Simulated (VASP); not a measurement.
CsH: relaxation of cell and atoms with r2SCAN

The system is CsH.

```xyz
2
Lattice="3.1880 3.1880 0.0000 -3.1880 3.1880 0.0000 0.0000 3.1880 3.1880" Properties=species:S:1:pos:R:3 pbc="T T T"
Cs    0.0000    0.0000    0.0000
H     0.0000    3.1880    0.0000
```

```
Program                : VASP 6.6.1
Task                   : relaxation of cell and atoms
Functional             : r2SCAN
Potentials or basis    : VASP PAW PBE potentials, release 64 (Cs_sv, H)
Cutoff                 : 600 eV
k mesh                 : 10 × 10 × 10
Occupations            : fermi-dirac, width 0.08 eV
Spin                   : no spin polarisation
Dipole correction      : no
Further INCAR settings : ALGO = Normal; EDIFF = 1e-07; IBRION = 2; EDIFFG = -0.002; NSW = 100; ISIF = 3
```

```yaml
Relaxed_volume: 32.61 Å³/atom
Relaxed_cell: a = 4.518 Å, b = 4.518 Å, c = 4.518 Å, α = 60.00°, β = 60.00°, γ = 90.00°
Space_group_after_relaxing_to_0.1_Å: Fm-3m (No. 225)
Energy_gained_by_relaxing: 0.0 meV/atom
Ionic_steps: 3
Pressure_after_relaxing: 0.0 GPa
Band_gap_on_the_k_mesh: 2.67 eV
```

Final structure:
```
Cs H
1.0
     3.19478    3.19478    0.00000
    -3.19478    3.19478    0.00000
     0.00000    3.19478    3.19478
Cs H
1 1
Direct
  0.00000 0.00000 0.00000
  0.50000 0.50000 0.00000
```

Levels at points of the mesh, in eV from the valence-band top:
```tsv
k point	band 2	band 3	band 4	band 5	band 6	band 7	band 8	band 9
(0.00, 0.00, 0.00)	-8.16	-8.16	-8.16	-1.64	5.69	5.69	5.69	6.31
(0.50, 0.00, 0.00)	-8.98	-8.25	-8.25	0.00	2.67	5.26	5.26	7.77
(0.50, 0.50, 0.00)	-8.86	-8.43	-8.43	-1.13	3.51	6.05	8.61	8.96
```

Wall time 3.4 min on 1 thread of AMD EPYC 9R45 96-Core Processor (Zen 5), on a shared host, peak memory 0.22 GiB.

Caveat: the PAW data sets were made with another functional, which shifts forces and pressure a little; spin-orbit coupling is left out, which moves the levels of the heavy elements. A k mesh can miss the band edges.
